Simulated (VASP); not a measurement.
# MgO in VASP: notebook

MgO is run at these levels: PBE; tasks: single point.

Program: VASP 6.6.1. These are calculated values, not measurements. Logs are shortened: lines on timing, memory, paths and dates and some standing lists are left out, and cuts for length are marked.

## 1. The cell of the first run

It takes space group Cmc2_1 (No. 36, orthorhombic). Conventional cell: a = 3.281 Å, b = 5.682 Å, c = 10.514 Å, α = 90.00°, β = 90.00°, γ = 90.00°. Mg (site symmetry m) has 4 O at 1.99 to 2.01 Å within 2.6 Å. Within 2.6 Å of Mg (site symmetry m) lie 4 O at 1.99 to 2.04 Å. Within 2.6 Å of O (site symmetry m) lie 4 Mg at 1.99 to 2.01 Å. Within 2.6 Å of O (site symmetry m) lie 4 Mg at 1.99 to 2.04 Å.

## 2. Single point, PBE (mode 4 frozen in at +0.000 Å and mode 5 at +0.220 Å (largest displacements))

INCAR reads:

```
PREC = Accurate
ENCUT = 520
EDIFF = 1E-7
ISMEAR = 0
SIGMA = 0.05
LREAL = F
LASPH = T
NELM = 60
ALGO = Normal
ISIF = 2
LWAVE = F
LCHARG = F
GGA = PE
NBANDS = 26
```

KPOINTS reads:

```
Automatic mesh
0
Gamma
  9 9 2
```

POSCAR reads:

```
MgO
1.0
    3.2805263433      0.0000000000      0.0000000000
   -1.6402631717      2.8410191511      0.0000000000
    0.0000000000      0.0000000000     10.5138967343
Mg O
4 4
Direct
    0.3720518333      0.7441036667      0.9694906392
   -0.0269958911     -0.0539917822      0.2208211786
    0.0269958911      0.0539917822      0.7208211786
    0.6279481667      0.2558963333      0.4694906392
    0.3625354707      0.7250709413      0.7800420079
   -0.0354199746     -0.0708399493      0.5296443544
    0.0354199746      0.0708399493      0.0296443544
    0.6374645293      0.2749290587      0.2800420079
```

Potentials or basis: VASP PAW PBE potentials, release 64 (Mg, O).

On the command line:

```
$ cat potpaw_PBE.64/Mg/POTCAR potpaw_PBE.64/O/POTCAR > POTCAR
$ mpirun -np 1 vasp_std > vasp.out
```

OUTCAR:

```text
PREC = Accurate
   ENCUT = 520
   EDIFF = 1E-7
   ISMEAR = 0
   LREAL = F
   LASPH = T
   NELM = 60
   ISIF = 2
   GGA = PE

 ion  position               nearest neighbor table
   1  0.372  0.744  0.969-   7 1.99   7 1.99   5 1.99   7 2.01   2 3.16   2 3.16   3 3.21   3 3.21
                             3 3.27   2 3.48
   2  0.973  0.946  0.221-   8 1.99   8 1.99   8 2.01   7 2.04   1 3.16   1 3.16   4 3.21   4 3.21
                             4 3.27   1 3.48
   3  0.027  0.054  0.721-   5 1.99   5 1.99   5 2.01   6 2.04   4 3.16   4 3.16   1 3.21   1 3.21
                             1 3.27   4 3.48
   4  0.628  0.256  0.469-   6 1.99   6 1.99   8 1.99   6 2.01   3 3.16   3 3.16   2 3.21   2 3.21
                             2 3.27   3 3.48
   5  0.363  0.725  0.780-   3 1.99   3 1.99   1 1.99   3 2.01
   6  0.965  0.929  0.530-   4 1.99   4 1.99   4 2.01   3 2.04
   7  0.035  0.071  0.030-   1 1.99   1 1.99   1 2.01   2 2.04
   8  0.637  0.275  0.280-   2 1.99   2 1.99   4 1.99   2 2.01

  LATTYP: Found a hexagonal cell.
 ALAT       =     3.2805263433
 C/A-ratio  =     3.2049420227

  Lattice vectors:

 A1 = (   3.2805263433,   0.0000000000,   0.0000000000)
 A2 = (  -1.6402631717,   2.8410191511,   0.0000000000)
 A3 = (   0.0000000000,   0.0000000000,  10.5138967343)

Analysis of symmetry for initial positions (statically):
=====================================================================
 Subroutine PRICEL returns:
 Original cell was already a primitive cell.

 Routine SETGRP: Setting up the symmetry group for a
 hexagonal supercell.

 Subroutine GETGRP returns: Found  4 space group operations
 (whereof  2 operations were pure point group operations)
 out of a pool of 24 trial point group operations.

The static configuration has the point symmetry C_1h.
 The point group associated with its full space group is C_2v.

Analysis of symmetry for dynamics (positions and initial velocities):
=====================================================================
 Subroutine PRICEL returns:
 Original cell was already a primitive cell.

 Routine SETGRP: Setting up the symmetry group for a
 hexagonal supercell.

 Subroutine GETGRP returns: Found  4 space group operations
 (whereof  2 operations were pure point group operations)
 out of a pool of 24 trial point group operations.

The dynamic configuration has the point symmetry C_1h.
 The point group associated with its full space group is C_2v.

 Subroutine INISYM returns: Found  4 space group operations
 (whereof  2 operations are pure point group operations),
 and found     1 'primitive' translations

----------------------------------------------------------------------------------------

                                     Primitive cell

  volume of cell :      97.9899

  direct lattice vectors                    reciprocal lattice vectors
     3.280526343  0.000000000  0.000000000     0.304829133  0.175993182  0.000000000
    -1.640263172  2.841019151  0.000000000     0.000000000  0.351986364  0.000000000
     0.000000000  0.000000000 10.513896734     0.000000000  0.000000000  0.095112214

  length of vectors
     3.280526343  3.280526343 10.513896734     0.351986364  0.351986364  0.095112214

  position of ions in fractional coordinates (direct lattice)
     0.372051833  0.744103667  0.969490639
     0.973004109  0.946008218  0.220821179
     0.026995891  0.053991782  0.720821179
     0.627948167  0.255896333  0.469490639
     0.362535471  0.725070941  0.780042008
     0.964580025  0.929160051  0.529644354
     0.035419975  0.070839949  0.029644354
     0.637464529  0.274929059  0.280042008

  ion indices of the primitive-cell ions
   primitive index   ion index
                 1           1
                 2           2
                 3           3
                 4           4
                 5           5
                 6           6
                 7           7
                 8           8

----------------------------------------------------------------------------------------

 KPOINTS: Automatic mesh

Automatic generation of k-mesh.
 Grid dimensions read from file:
 generate k-points for:    9    9    2

 Generating k-lattice:

  Cartesian coordinates                     Fractional coordinates (reciprocal lattice)
     0.033869904  0.019554798  0.000000000     0.111111111  0.000000000  0.000000000
     0.000000000  0.039109596  0.000000000     0.000000000  0.111111111  0.000000000
     0.000000000  0.000000000  0.047556107     0.000000000  0.000000000  0.500000000

  Length of vectors
     0.039109596  0.039109596  0.047556107

  Shift w.r.t. Gamma in fractional coordinates (k-lattice)
     0.000000000  0.000000000  0.000000000

 Subroutine IBZKPT returns following result:
 ===========================================

 Found     50 irreducible k-points:

 Following reciprocal coordinates:
            Coordinates               Weight
  0.000000  0.000000  0.000000      1.000000
  0.111111 -0.000000  0.000000      4.000000
  0.000000  0.111111  0.000000      2.000000
  0.222222  0.000000  0.000000      4.000000
  0.000000  0.222222  0.000000      2.000000
  0.333333  0.000000  0.000000      4.000000
[... 16 lines left out ...]
 -0.222222 -0.444444  0.000000      4.000000
  0.444444  0.333333  0.000000      4.000000
 [... further k-points ...]
   k-points           NKPTS =     50   k-points in BZ     NKDIM =     50   number of bands    NBANDS=     26
   number of dos      NEDOS =    301   number of ions     NIONS =      8
   total plane-waves  NPLWV =  46080
   dimension x,y,z NGX =    24 NGY =   24 NGZ =   80
   dimension x,y,z NGXF=    48 NGYF=   48 NGZF=  160
   ions per type =               4   4
   NGX,Y,Z   is equivalent  to a cutoff of  12.16, 12.16, 12.65 a.u.
   NGXF,Y,Z  is equivalent  to a cutoff of  24.32, 24.32, 25.30 a.u.
 SYSTEM =  unknown system
   PREC   = accura    normal or accurate (medium, high low for compatibility)
   ISTART =      0    job   : 0-new  1-cont  2-samecut
   ICHARG =      2    charge: 1-file 2-atom 10-const
   ISPIN  =      1    spin polarized calculation?
   LNONCOLLINEAR =      F non collinear calculations
   LSORBIT =      F    spin-orbit coupling
   LASPH  =      T    aspherical Exc in radial PAW
   ENCUT  =  520.0 eV  38.22 Ry    6.18 a.u.   6.10  6.10 19.55*2*pi/ulx,y,z
   NELM   =     60;   NELMIN=  2; NELMDL= -5     # of ELM steps
   EDIFF  = 0.1E-06   stopping-criterion for ELM
   LREAL  =      F    real-space projection
   EDIFFG = 0.1E-05   stopping-criterion for IOM
   NSW    =      0    number of steps for IOM
   IBRION =     -1    ionic relax: 0-MD 1-quasi-New 2-CG
   NFREE  =      0    steps in history (QN), initial steepest desc. (CG)
   ISIF   =      2    stress and relaxation
   ISYM   =      2    0-nonsym 1-usesym 2-fastsym
   POTIM  = 0.5000    time-step for ionic-motion
   TEBEG  =    0.0;   TEEND  =   0.0 temperature during run
   PSTRESS=    0.0 pullay stress
   NELECT =      32.0000    total number of electrons
   NUPDOWN=      -1.0000    fix difference up-down
   EMIN   =  10.00;   EMAX   =-10.00  energy-range for DOS
   EFERMI =   0.00;   METHOD = LEGACY
   ISMEAR =     0;   SIGMA  =   0.05  broadening in eV -4-tet -1-fermi 0-gaus
   EFERMI_NEDOS =   21; number of points for ismear=-14 and -15
   IALGO  =     38    algorithm
   IMIX   =      4    mixing-type and parameters
     AMIX     =   0.40;   BMIX     =  1.00
     AMIX_MAG =   1.60;   BMIX_MAG =  1.00
  volume/ion in A,a.u.               =      12.25        82.66
  Fermi-wavevector in a.u.,A,eV,Ry     =   1.127365  2.130410 17.292335  1.270951
  Thomas-Fermi vector in A             =   2.264050
   LORBIT       =      0    0 simple, 1 ext, 2 COOP (PROOUT), +10 PAW based schemes
   GGA     = PE    functional components
   LHFCALC =     F    Hartree Fock is set to
   AEXX    =    0.0000 exact exchange contribution
   IVDW    =     0    specifies the selected vdW correction
   LEPSILON=     F    determine dielectric tensor
   LRPA    =     F    only Hartree local field effects (RPA)
 non-spin polarized calculation
 Gauss-broadening in eV      SIGMA  =   0.05
  energy-cutoff  :      520.00
  volume of cell :       97.99
 maximum number of plane-waves:      2688
   NGX = 13   NGY = 13   NGZ = 39

 number of electron      31.9999990 magnetization

 Free energy of the ion-electron system (eV)
  ---------------------------------------------------
  ext. energy  EPLUGINS =         0.00000000
  ---------------------------------------------------
  free energy    TOTEN  =       -46.80541273 eV

  energy without entropy =      -46.80541273  energy(sigma->0) =      -46.80541273

 E-fermi :   1.0737     XC(G=0):  -9.5934

 val. band max:        0.8050969708   @ k =   0.0000   0.0000   0.0000
 cond. band min:       4.1333472423   @ k =   0.0000   0.0000   0.0000
 fundamental gap:      3.3282502715
 Fermi energy:         1.0736553047

 k-point     1 :       0.0000    0.0000    0.0000
  band No.  band energies     occupation
      1     -15.1744      2.00000
      2     -14.8678      2.00000
      3     -14.8444      2.00000
      4     -14.5116      2.00000
      5      -2.2930      2.00000
      6      -1.1159      2.00000
[... 18 lines left out ...]
     25      15.2807      0.00000
     26      15.5077      0.00000

 k-point     2 :       0.1111   -0.0000    0.0000
  band No.  band energies     occupation
      1     -15.1139      2.00000
      2     -14.8230      2.00000
      3     -14.7994      2.00000
      4     -14.4861      2.00000
      5      -2.1672      2.00000
      6      -1.1628      2.00000
[... 18 lines left out ...]
     25      14.5982      0.00000
     26      14.8701      0.00000

 k-point     3 :       0.0000    0.1111    0.0000
  band No.  band energies     occupation
      1     -15.1154      2.00000
      2     -14.8225      2.00000
      3     -14.8000      2.00000
      4     -14.4841      2.00000
      5      -2.1709      2.00000
      6      -1.1666      2.00000
[... 572 lines left out ...]
 k-point    23 :      -0.2222   -0.4444    0.0000
  band No.  band energies     occupation
      1     -14.5267      2.00000
      2     -14.4574      2.00000
      3     -14.3982      2.00000
      4     -14.3319      2.00000
      5      -1.9473      2.00000
      6      -1.6879      2.00000
[... 18 lines left out ...]
     25      12.9648      0.00000
     26      13.4639      0.00000

 k-point    24 :       0.4444    0.3333    0.0000
  band No.  band energies     occupation
      1     -14.4860      2.00000
      2     -14.4530      2.00000
      3     -14.4025      2.00000
      4     -14.3751      2.00000
      5      -1.8473      2.00000
      6      -1.7326      2.00000
[... 18 lines left out ...]
     25      13.4132      0.00000
     26      13.5958      0.00000

 [... further k-points ...]
[... 5 lines left out ...]
  --------------------------------------------------------------------------------------
  -------------------------------------------------------------------------------------
  Total        0.9952668     -2.0316848     -0.4431445      0.0000000      0.0000000      0.0000000
  in kB       16.2730405    -33.2189206     -7.2456031      0.0000000      0.0000000      0.0000000
  external PRESSURE =      -8.0638277 kB  Pullay stress =       0.0000000 kB

 VOLUME and BASIS-vectors are now :
 -----------------------------------------------------------------------------
  energy-cutoff  :      520.00
  volume of cell :       97.99
      direct lattice vectors                 reciprocal lattice vectors
     3.280526343  0.000000000  0.000000000     0.304829133  0.175993182  0.000000000
    -1.640263172  2.841019151  0.000000000     0.000000000  0.351986364  0.000000000
     0.000000000  0.000000000 10.513896734     0.000000000  0.000000000  0.095112214

 POSITION                                       TOTAL-FORCE (eV/Angst)
 -----------------------------------------------------------------------------------
     -0.00000      2.11401     10.19312         0.000000     -0.203800     -0.052757
      1.64026      2.68763      2.32169        -0.000000      0.146947     -0.091956
     -0.00000      0.15339      7.57864         0.000000     -0.146947     -0.091956
      1.64026      0.72701      4.93618        -0.000000      0.203800     -0.052757
      0.00000      2.05994      8.20128         0.000000     -0.079670      0.018333
      1.64026      2.63976      5.56863        -0.000000      0.120963      0.126380
     -0.00000      0.20126      0.31168         0.000000     -0.120963      0.126380
      1.64026      0.78108      2.94433        -0.000000      0.079670      0.018333
 -----------------------------------------------------------------------------------
    total drift:                                0.000000      0.000000     -0.001809

  FREE ENERGIE OF THE ION-ELECTRON SYSTEM (eV)
  ---------------------------------------------------
  free  energy   TOTEN  =       -46.8054127275 eV

  energy  without entropy=      -46.8054127275  energy(sigma->0) =      -46.80541273
```

It took 93 s on 1 thread of Intel Xeon 6975P-C, shared host; peak memory 0.26 GiB.

Results:

| Property | Result |
| --- | --- |
| Free energy | -46.8054 eV |
| Pressure | -0.8 GPa |
| Largest force | 0.211 eV/Å |
| Band gap on the k mesh | 3.33 eV, direct |

Forces in eV/Å, atoms in the order of the input:
```
Mg   0.000 -0.204 -0.053
Mg   0.000  0.147 -0.092
Mg   0.000 -0.147 -0.092
Mg   0.000  0.204 -0.053
O    0.000 -0.080  0.018
O    0.000  0.121  0.126
O    0.000 -0.121  0.126
O    0.000  0.080  0.018
```

Levels at points of the mesh, in eV from the valence-band top:
| k point | band 12 | band 13 | band 14 | band 15 | band 16 | band 17 | band 18 | band 19 | band 20 | band 21 |
| --- | --- | --- | --- | --- | --- | --- | --- | --- | --- | --- |
| (0.00, 0.00, 0.00) | -0.26 | -0.24 | -0.24 | -0.14 | 0.00 | 3.33 | 5.62 | 5.77 | 8.33 | 9.57 |
| (0.00, 0.00, 0.50) | -0.36 | -0.23 | -0.23 | -0.19 | -0.19 | 4.16 | 4.16 | 7.25 | 7.25 | 10.77 |

Caveat: the cell differs from its parent crystal (mode 4 frozen in at +0.000 Å and mode 5 at +0.220 Å (largest displacements)).

## 3. Single point, PBE (mode 4 frozen in at -0.110 Å and mode 5 at +0.110 Å (largest displacements))

INCAR reads:

```
SYSTEM = MgO
PREC = Accurate
ENCUT = 520
EDIFF = 1E-6
ISMEAR = 0
SIGMA = 0.05
LREAL = .False.
LASPH = .True.
NELM = 60
ALGO = Normal
ISIF = 2
LWAVE = .False.
LCHARG = .True.
GGA = PE
LELF = .True.
LVHAR = .True.
NBANDS = 26
```

KPOINTS reads:

```
Automatic mesh
0
Gamma
  9 9 2
  0 0 0
```

POSCAR reads:

```
MgO
1.0
    3.2805263433      0.0000000000      0.0000000000
   -1.6402631717      2.8410191511      0.0000000000
    0.0000000000      0.0000000000     10.5138967343
Mg O
4 4
Direct
    0.3191613787      0.7053851667      0.9694906392
    0.0098811819     -0.0269958911      0.2208211786
   -0.0098811819      0.0269958911      0.7208211786
    0.6808386213      0.2946148333      0.4694906392
    0.3226446092      0.6958688040      0.7800420079
    0.0129646105     -0.0354199746      0.5296443544
   -0.0129646105      0.0354199746      0.0296443544
    0.6773553908      0.3041311960      0.2800420079
```

Potentials or basis: VASP PAW PBE potentials, release 64 (Mg, O).

On the command line:

```
$ cat potpaw_PBE.64/Mg/POTCAR potpaw_PBE.64/O/POTCAR > POTCAR
$ mpirun -np 1 vasp_std > vasp.out
```

Wall time 2 min (1 thread of Intel Xeon 6975P-C, shared host); peak memory 0.3 GiB.

It converged, with:

- Free energy: -46.8474 eV
- Pressure: -0.6 GPa
- Largest force: 0.201 eV/Å
- Band gap on the k mesh: 3.36 eV, direct

Forces in eV/Å, atoms in the order of the input:
```
Mg   0.151 -0.126 -0.040
Mg  -0.106  0.089 -0.040
Mg   0.106 -0.089 -0.040
Mg  -0.151  0.126 -0.040
O    0.086 -0.063  0.016
O   -0.096  0.078  0.064
O    0.096 -0.078  0.064
O   -0.086  0.063  0.016
```

Stress tensor (GPa, compression positive):
```
 0.39 -0.85  0.00
-0.85 -1.74  0.00
 0.00  0.00 -0.43
```

Levels at points of the mesh, in eV from the valence-band top:
```
           k point  band 14  band 15  band 16  band 17  band 18  band 19
(0.00, 0.00, 0.00)    -0.20    -0.14     0.00     3.36     5.66     5.80
(0.00, 0.00, 0.50)    -0.21    -0.18    -0.18     4.19     4.19     7.29
```

Caveat: the cell differs from its parent crystal (mode 4 frozen in at -0.110 Å and mode 5 at +0.110 Å (largest displacements)).
